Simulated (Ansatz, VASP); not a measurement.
One calculation of CsH, two programs

INCAR

```
PREC = Accurate ; ENCUT = 520
EDIFF = 1E-6 ; ISMEAR = 0
SIGMA = 0.05 ; LREAL = F
LASPH = T ; NELM = 100
ALGO = Normal ; ISIF = 2
LWAVE = F ; LCHARG = F
NBANDS = 12
```

Contents of KPOINTS:

```
Automatic mesh
0
Gamma
  8 8 8
```

Contents of POSCAR:

```
CsH
1.0
    0.0000000000      3.4430400000      3.4430400000
    3.4430400000      0.0000000000      3.4430400000
    3.4430400000      3.4430400000      0.0000000000
Cs H
1 1
Direct
    0.0000000000      0.0000000000      0.0000000000
    0.5000000000      0.5000000000      0.5000000000
```

Input for Ansatz:

```yaml
crystal:
  lattice:
    - [0.0, 3.44304, 3.44304]
    - [3.44304, 0.0, 3.44304]
    - [3.44304, 3.44304, 0.0]
  atoms:
    - { symbol: Cs, position: [0.0, 0.0, 0.0] }
    - { symbol: H, position: [0.5, 0.5, 0.5] }
basis:
  ecutwfc: 420
kpoints:
  mp_grid: { grid: [8, 8, 8] }
hamiltonian:
  xc: lda
scf:
  occupations: { method: gaussian, width: 0.05 }
output:
  forces: true
  stress: true
  eigenvalues: true
```

Change from the starting cell: strain +0.080 along x and y, +0.080 along z, atoms carried along.

Alike in both runs: task single point; functional LDA; k mesh 8 × 8 × 8; occupations gaussian, width 0.05 eV; no spin polarisation.

```csv
,VASP,Ansatz
version,VASP 6.6.1,Ansatz 0.2.0
potentials or method,"VASP PAW LDA potentials, release 64 (Cs_sv, H), cutoff 520 eV","scalar-relativistic, plane waves, PAW"
valence electrons in the cell,10,10
```

|  | VASP | Ansatz | Ansatz less VASP |
| --- | --- | --- | --- |
| gap on the k mesh at the Fermi level (eV) | 2.14 | 2.15 | +0.008 |
| least direct gap on the mesh (eV) | 2.14 | 2.15 | +0.008 |
| pressure (GPa) | -2.2 | -2.2 | +0.01 |

LDA's correlation is that of Perdew and Zunger in VASP and of Perdew and Wang (1992) in Ansatz.

Spin-orbit coupling is off throughout.
